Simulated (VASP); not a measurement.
# SnO2 (P6_3/mmc) in VASP: a series of runs

SnO2 is run at these levels: LDA, r2SCAN; tasks: single point.

Everything below comes from runs of VASP 6.6.1. Logs are shortened: lines on timing, memory, paths and dates and some standing lists are left out, and cuts for length are marked.

## Step 1: The cell of the first run

The structure is hexagonal, space group P6_3/mmc (No. 194). The conventional cell has a = 3.170 Å, b = 3.170 Å, c = 10.409 Å, α = 90.00°, β = 90.00°, γ = 120.00°. Within 2.8 Å of Sn (site symmetry -3m) lie 6 O at 2.08 Å. O (site symmetry 3m) has 3 Sn at 2.08 Å and 3 O at 2.70 Å within 2.8 Å.

## Step 2: Single point, LDA

INCAR reads:

```
SYSTEM = SnO2
PREC = Accurate
ENCUT = 520
EDIFF = 1E-6
ISMEAR = -1
SIGMA = 0.05
LREAL = .False.
LASPH = .True.
NELM = 80
ALGO = Normal
ISIF = 2
LWAVE = .False.
LCHARG = .True.
LELF = .True.
LVHAR = .True.
NBANDS = 35
```

KPOINTS reads:

```
Automatic mesh
0
Gamma
  9 9 3
  0 0 0
```

POSCAR reads:

```
SnO2
1.0
    3.1700003721      0.0000000000      0.0000000000
   -1.5850001860      2.7453008522      0.0000000000
    0.0000000000      0.0000000000     10.4091089421
Sn O
2 4
Direct
    0.0000000000      0.0000000000      0.0000000000
    0.0000000000      0.0000000000      0.5000000000
    0.3333333333      0.6666666667      0.9047587462
    0.3333333333      0.6666666667      0.5952412538
    0.6666666667      0.3333333333      0.0952412538
    0.6666666667      0.3333333333      0.4047587462
```

Potentials or basis: VASP PAW LDA potentials, release 64 (Sn_d, O).

Launch:

```
> cat potpaw_LDA.64/Sn_d/POTCAR potpaw_LDA.64/O/POTCAR > POTCAR
> mpirun -np 1 vasp_std > vasp.out
```

OUTCAR:

```text
SYSTEM = SnO2
   PREC = Accurate
   ENCUT = 520
   EDIFF = 1E-6
   ISMEAR = -1
   LREAL = .False.
   LASPH = .True.
   NELM = 80
   ISIF = 2

 ion  position               nearest neighbor table
   1  0.000  0.000  0.000-   3 2.08   5 2.08   3 2.08   5 2.08   5 2.08   3 2.08
   2  0.000  0.000  0.500-   4 2.08   6 2.08   4 2.08   6 2.08   6 2.08   4 2.08
   3  0.333  0.667  0.905-   1 2.08   1 2.08   1 2.08
   4  0.333  0.667  0.595-   2 2.08   2 2.08   2 2.08
   5  0.667  0.333  0.095-   1 2.08   1 2.08   1 2.08
   6  0.667  0.333  0.405-   2 2.08   2 2.08   2 2.08

  LATTYP: Found a hexagonal cell.
 ALAT       =     3.1700003721
 C/A-ratio  =     3.2836301957

  Lattice vectors:

 A1 = (   3.1700003721,   0.0000000000,   0.0000000000)
 A2 = (  -1.5850001860,   2.7453008522,   0.0000000000)
 A3 = (   0.0000000000,   0.0000000000,  10.4091089421)

Analysis of symmetry for initial positions (statically):
=====================================================================
 Subroutine PRICEL returns:
 Original cell was already a primitive cell.

 Routine SETGRP: Setting up the symmetry group for a
 hexagonal supercell.

 Subroutine GETGRP returns: Found 24 space group operations
 (whereof 12 operations were pure point group operations)
 out of a pool of 24 trial point group operations.

The static configuration has the point symmetry D_3d.
 The point group associated with its full space group is D_6h.

Analysis of symmetry for dynamics (positions and initial velocities):
=====================================================================
 Subroutine PRICEL returns:
 Original cell was already a primitive cell.

 Routine SETGRP: Setting up the symmetry group for a
 hexagonal supercell.

 Subroutine GETGRP returns: Found 24 space group operations
 (whereof 12 operations were pure point group operations)
 out of a pool of 24 trial point group operations.

The dynamic configuration has the point symmetry D_3d.
 The point group associated with its full space group is D_6h.

 Subroutine INISYM returns: Found 24 space group operations
 (whereof 12 operations are pure point group operations),
 and found     1 'primitive' translations

----------------------------------------------------------------------------------------

                                     Primitive cell

  volume of cell :      90.5864

  direct lattice vectors                    reciprocal lattice vectors
     3.170000372  0.000000000  0.000000000     0.315457376  0.182129401  0.000000000
    -1.585000186  2.745300852  0.000000000     0.000000000  0.364258802  0.000000000
     0.000000000  0.000000000 10.409108942     0.000000000  0.000000000  0.096069703

  length of vectors
     3.170000372  3.170000372 10.409108942     0.364258802  0.364258802  0.096069703

  position of ions in fractional coordinates (direct lattice)
     0.000000000  0.000000000  0.000000000
     0.000000000  0.000000000  0.500000000
     0.333333333  0.666666667  0.904758746
     0.333333333  0.666666667  0.595241254
     0.666666667  0.333333333  0.095241254
     0.666666667  0.333333333  0.404758746

  ion indices of the primitive-cell ions
   primitive index   ion index
                 1           1
                 2           2
                 3           3
                 4           4
                 5           5
                 6           6

----------------------------------------------------------------------------------------

 KPOINTS: Automatic mesh

Automatic generation of k-mesh.
 Grid dimensions read from file:
 generate k-points for:    9    9    3

 Generating k-lattice:

  Cartesian coordinates                     Fractional coordinates (reciprocal lattice)
     0.035050820  0.020236600  0.000000000     0.111111111 -0.000000000  0.000000000
     0.000000000  0.040473200  0.000000000     0.000000000  0.111111111  0.000000000
     0.000000000  0.000000000  0.032023234     0.000000000  0.000000000  0.333333333

  Length of vectors
     0.040473200  0.040473200  0.032023234

  Shift w.r.t. Gamma in fractional coordinates (k-lattice)
     0.000000000  0.000000000  0.000000000

 Subroutine IBZKPT returns following result:
 ===========================================

 Found     24 irreducible k-points:

 Following reciprocal coordinates:
            Coordinates               Weight
  0.000000  0.000000  0.000000      1.000000
  0.111111 -0.000000  0.000000      6.000000
  0.222222  0.000000  0.000000      6.000000
  0.333333  0.000000  0.000000      6.000000
  0.444444  0.000000  0.000000      6.000000
  0.111111  0.111111  0.000000      6.000000
[... 16 lines left out ...]
  0.333333  0.222222  0.333333     24.000000
  0.333333  0.333333  0.333333      4.000000
   k-points           NKPTS =     24   k-points in BZ     NKDIM =     24   number of bands    NBANDS=     35
   number of dos      NEDOS =    301   number of ions     NIONS =      6
   total plane-waves  NPLWV =  46080
   dimension x,y,z NGX =    24 NGY =   24 NGZ =   80
   dimension x,y,z NGXF=    48 NGYF=   48 NGZF=  160
   ions per type =               2   4
   NGX,Y,Z   is equivalent  to a cutoff of  12.59, 12.59, 12.78 a.u.
   NGXF,Y,Z  is equivalent  to a cutoff of  25.17, 25.17, 25.55 a.u.
 SYSTEM =  SnO2
   PREC   = accura    normal or accurate (medium, high low for compatibility)
   ISTART =      0    job   : 0-new  1-cont  2-samecut
   ICHARG =      2    charge: 1-file 2-atom 10-const
   ISPIN  =      1    spin polarized calculation?
   LNONCOLLINEAR =      F non collinear calculations
   LSORBIT =      F    spin-orbit coupling
   LASPH  =      T    aspherical Exc in radial PAW
   ENCUT  =  520.0 eV  38.22 Ry    6.18 a.u.   5.89  5.89 19.35*2*pi/ulx,y,z
   NELM   =     80;   NELMIN=  2; NELMDL= -5     # of ELM steps
   EDIFF  = 0.1E-05   stopping-criterion for ELM
   LREAL  =      F    real-space projection
[... 7 lines left out ...]
   TEBEG  =    0.0;   TEEND  =   0.0 temperature during run
   PSTRESS=    0.0 pullay stress
   NELECT =      52.0000    total number of electrons
   NUPDOWN=      -1.0000    fix difference up-down
   EMIN   =  10.00;   EMAX   =-10.00  energy-range for DOS
   EFERMI =   0.00;   METHOD = LEGACY
   ISMEAR =    -1;   SIGMA  =   0.05  broadening in eV -4-tet -1-fermi 0-gaus
   EFERMI_NEDOS =   21; number of points for ismear=-14 and -15
   IALGO  =     38    algorithm
   IMIX   =      4    mixing-type and parameters
     AMIX     =   0.40;   BMIX     =  1.00
     AMIX_MAG =   1.60;   BMIX_MAG =  1.00
  volume/ion in A,a.u.               =      15.10       101.88
  Fermi-wavevector in a.u.,A,eV,Ry     =   1.360572  2.571109 25.186526  1.851157
  Thomas-Fermi vector in A             =   2.487223
   LORBIT       =      0    0 simple, 1 ext, 2 COOP (PROOUT), +10 PAW based schemes
   GGA     = CA    functional components
   LHFCALC =     F    Hartree Fock is set to
   AEXX    =    0.0000 exact exchange contribution
   IVDW    =     0    specifies the selected vdW correction
   LEPSILON=     F    determine dielectric tensor
   LRPA    =     F    only Hartree local field effects (RPA)
 non-spin polarized calculation
  energy-cutoff  :      520.00
  volume of cell :       90.59
 maximum number of plane-waves:      2453
 NGX is ok and might be reduce to    24
   NGX = 11   NGY = 11   NGZ = 39

 number of electron      51.9999989 magnetization

 Free energy of the ion-electron system (eV)
  ---------------------------------------------------
  ext. energy  EPLUGINS =         0.00000000
  ---------------------------------------------------
  free energy    TOTEN  =       -40.84546867 eV

  energy without entropy =      -40.84546867  energy(sigma->0) =      -40.84546867

 E-fermi :   3.7306     XC(G=0): -10.1233

 val. band max:        2.5225942338   @ k =   0.2222   0.2222   0.0000
 cond. band min:       4.7760599949   @ k =   0.0000   0.0000   0.0000
 fundamental gap:      2.2534657611
 Fermi energy:         3.7305947249

 k-point     1 :       0.0000    0.0000    0.0000
  band No.  band energies     occupation
      1     -17.4908      2.00000
      2     -17.4887      2.00000
      3     -17.1910      2.00000
      4     -17.1910      2.00000
      5     -17.1909      2.00000
      6     -17.1909      2.00000
[... 27 lines left out ...]
     34      13.8447      0.00000
     35      13.9074      0.00000

 k-point     2 :       0.1111   -0.0000    0.0000
  band No.  band energies     occupation
      1     -17.4327      2.00000
      2     -17.4310      2.00000
      3     -17.2987      2.00000
      4     -17.2975      2.00000
      5     -17.1591      2.00000
      6     -17.1590      2.00000
[... 27 lines left out ...]
     34      13.7973      0.00000
     35      14.1663      0.00000

 k-point     3 :       0.2222    0.0000    0.0000
  band No.  band energies     occupation
      1     -17.6424      2.00000
      2     -17.6393      2.00000
      3     -17.2152      2.00000
      4     -17.2142      2.00000
      5     -17.0921      2.00000
      6     -17.0920      2.00000
[... 27 lines left out ...]
     34      13.7502      0.00000
     35      14.8053      0.00000

 k-point     4 :       0.3333    0.0000    0.0000
  band No.  band energies     occupation
      1     -17.9351      2.00000
      2     -17.9311      2.00000
      3     -17.1112      2.00000
      4     -17.1104      2.00000
      5     -17.0583      2.00000
      6     -17.0582      2.00000
[... 27 lines left out ...]
     34      14.3903      0.00000
     35      14.8297      0.00000

 k-point     5 :       0.4444    0.0000    0.0000
  band No.  band energies     occupation
      1     -18.1058      2.00000
      2     -18.1016      2.00000
      3     -17.1178      2.00000
      4     -17.1172      2.00000
      5     -17.0567      2.00000
      6     -17.0565      2.00000
[... 638 lines left out ...]
 k-point    22 :       0.2222    0.2222    0.3333
  band No.  band energies     occupation
      1     -17.8572      2.00000
      2     -17.8552      2.00000
      3     -17.3616      2.00000
      4     -17.3606      2.00000
      5     -17.0288      2.00000
      6     -17.0287      2.00000
[... 27 lines left out ...]
     34      14.1108      0.00000
     35      14.1618      0.00000

 k-point    23 :       0.3333    0.2222    0.3333
  band No.  band energies     occupation
      1     -17.9044      2.00000
      2     -17.9024      2.00000
      3     -17.4327      2.00000
      4     -17.4314      2.00000
      5     -17.0366      2.00000
      6     -17.0364      2.00000
[... 27 lines left out ...]
     34      13.8463      0.00000
     35      14.1622      0.00000

 k-point    24 :       0.3333    0.3333    0.3333
  band No.  band energies     occupation
      1     -17.7030      2.00000
      2     -17.7030      2.00000
      3     -17.6995      2.00000
      4     -17.6995      2.00000
      5     -16.9651      2.00000
      6     -16.9651      2.00000
[... 27 lines left out ...]
     34      13.0257      0.00000
     35      14.3335      0.00000

------------------------ aborting loop because EDIFF is reached ----------------------------------------

  FORCE on cell =-STRESS in cart. coord.  units (eV):
  Direction    XX          YY          ZZ          XY          YZ          ZX
  --------------------------------------------------------------------------------------
  -------------------------------------------------------------------------------------
  Total        0.6164535      0.6164535      0.1547666      0.0000000     -0.0000000      0.0000000
  in kB       10.9030527     10.9030527      2.7373164      0.0000000     -0.0000000      0.0000000
  external PRESSURE =       8.1811406 kB  Pullay stress =       0.0000000 kB

 VOLUME and BASIS-vectors are now :
 -----------------------------------------------------------------------------
  energy-cutoff  :      520.00
  volume of cell :       90.59
      direct lattice vectors                 reciprocal lattice vectors
     3.170000372  0.000000000  0.000000000     0.315457376  0.182129401  0.000000000
    -1.585000186  2.745300852  0.000000000     0.000000000  0.364258802  0.000000000
     0.000000000  0.000000000 10.409108942     0.000000000  0.000000000  0.096069703

 POSITION                                       TOTAL-FORCE (eV/Angst)
 -----------------------------------------------------------------------------------
      0.00000      0.00000      0.00000         0.000000      0.000000      0.000000
      0.00000      0.00000      5.20455         0.000000      0.000000      0.000000
     -0.00000      1.83020      9.41773         0.000000      0.000000     -0.069009
     -0.00000      1.83020      6.19593         0.000000      0.000000      0.069009
      1.58500      0.91510      0.99138        -0.000000      0.000000      0.069009
      1.58500      0.91510      4.21318        -0.000000      0.000000     -0.069009
 -----------------------------------------------------------------------------------
    total drift:                               -0.000000      0.000000      0.000000

  FREE ENERGIE OF THE ION-ELECTRON SYSTEM (eV)
  ---------------------------------------------------
  free  energy   TOTEN  =       -40.8454686671 eV

  energy  without entropy=      -40.8454686671  energy(sigma->0) =      -40.84546867
```

Run time: 58 s. Hardware: 1 thread of Intel Xeon Platinum 8259CL at 2.50GHz (Skylake/Cascade Lake), shared host; peak memory 0.2 GiB.

Results:

```yaml
Free_energy: -40.8455 eV
Pressure: 0.8 GPa
Largest_force: 0.069 eV/Å
Band_gap_on_the_k_mesh: 2.25 eV, indirect (least direct gap 2.77 eV)
```

Forces on the atoms (eV/Å):
```
Sn   0.000  0.000  0.000
Sn   0.000  0.000  0.000
O    0.000  0.000 -0.069
O    0.000  0.000  0.069
O    0.000  0.000  0.069
O    0.000  0.000 -0.069
```

Levels at points of the mesh, in eV from the valence-band top:
| k point | band 22 | band 23 | band 24 | band 25 | band 26 | band 27 | band 28 | band 29 | band 30 | band 31 |
| --- | --- | --- | --- | --- | --- | --- | --- | --- | --- | --- |
| (0.00, 0.00, 0.00) | -0.94 | -0.94 | -0.91 | -0.91 | -0.51 | 2.25 | 3.13 | 5.49 | 5.90 | 10.22 |

Caveat: spin-orbit coupling is left out, which moves the levels of the heavy elements. Expect the measured gap to be larger: semilocal functionals such as LDA lack the derivative discontinuity.

## Step 3: Single point, LDA

This run uses another cell than the first one, of 16.25 Å³/atom, 1.077 times its volume.

INCAR reads:

```
PREC = Accurate
ENCUT = 520
EDIFF = 1E-7
ISMEAR = -1
SIGMA = 0.05
LREAL = False
LASPH = True
NELM = 100
ALGO = Normal
ISIF = 2
LWAVE = False
LCHARG = True
GGA = CA
LELF = True
LVHAR = True
NBANDS = 35
```

KPOINTS reads:

```
regular mesh
0
Gamma
  9 9 3
```

POSCAR reads:

```
SnO2
1.0
    3.2305756168      0.0000000000      0.0000000000
   -1.6152878084      2.7977605530      0.0000000000
    0.0000000000      0.0000000000     10.7905620000
Sn O
2 4
Direct
    0.0000000000      0.0000000000      0.0000000000
    0.0000000000      0.0000000000      0.5000000000
    0.3333333333      0.6666666667      0.9058620000
    0.3333333333      0.6666666667      0.5941380000
    0.6666666667      0.3333333333      0.0941380000
    0.6666666667      0.3333333333      0.4058620000
```

Potentials or basis: VASP PAW LDA potentials, release 64 (Sn_d, O).

Launch:

```
> cat potpaw_LDA.64/Sn_d/POTCAR potpaw_LDA.64/O/POTCAR > POTCAR
> mpirun -np 1 vasp_std > vasp.out
```

It took 61 s on 1 thread of Intel Xeon Platinum 8259CL at 2.50GHz (Skylake/Cascade Lake), shared host; peak memory 0.2 GiB.

It converged, with:

* Free energy: -40.7293 eV
* Pressure: -7.1 GPa
* Largest force: 0.636 eV/Å
* Band gap on the k mesh: 1.95 eV, indirect (least direct gap 2.38 eV)

Forces in eV/Å, atoms in the order of the input:
```
Sn   0.000  0.000  0.000
Sn   0.000  0.000  0.000
O    0.000  0.000  0.636
O    0.000  0.000 -0.636
O    0.000  0.000 -0.636
O    0.000  0.000  0.636
```

Stress tensor (GPa, compression positive):
```
-8.35  0.00  0.00
 0.00 -8.35  0.00
 0.00  0.00 -4.70
```

Levels at points of the mesh, in eV from the valence-band top:
```csv
k point,band 23,band 24,band 25,band 26,band 27,band 28,band 29,band 30
"(0.00, 0.00, 0.00)",-0.91,-0.89,-0.89,-0.43,1.95,2.68,5.22,5.58
```

Caveat: spin-orbit coupling is left out, which moves the levels of the heavy elements.

[end of part 1 of 2]
